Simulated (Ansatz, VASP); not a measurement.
# Al2Cu: VASP beside Ansatz

```
Al Cu
1.0
     3.74216    0.00000    0.00000
     0.00000    3.74216    0.00000
     0.00000    0.00000    3.39045
Al Cu
2 1
Direct
  0.50000 0.00000 0.50000
  0.00000 0.50000 0.50000
  0.00000 0.00000 0.00000
```

Alike in both runs: task single point; functional PBEsol; k mesh 14 × 14 × 18; occupations gaussian, width 0.15 eV; no spin polarisation.

```csv
,VASP,Ansatz
version,VASP 6.6.1,Ansatz 0.2.0
potentials or method,"VASP PAW PBE potentials, release 64 (Al, Cu), cutoff 520 eV","scalar-relativistic, plane waves, PAW"
valence electrons in the cell,17,25
```

|  | VASP | Ansatz | Ansatz less VASP |
| --- | --- | --- | --- |
| gap on the k mesh at the Fermi level (eV) | none | none | - |
| pressure (GPa) | 3.7 | 3.5 | -0.23 |
| traceless stress, the component that is largest in VASP (GPa) | -9.35 | -9.41 | -0.060 |

VASP's potentials were made for PBE, not for PBEsol. A gap of «none» marks a metal or a gap that the smearing closes. VASP's potentials hold 17 valence electrons a cell and Ansatz's 25, so a difference there can come from the potentials and not from the codes.
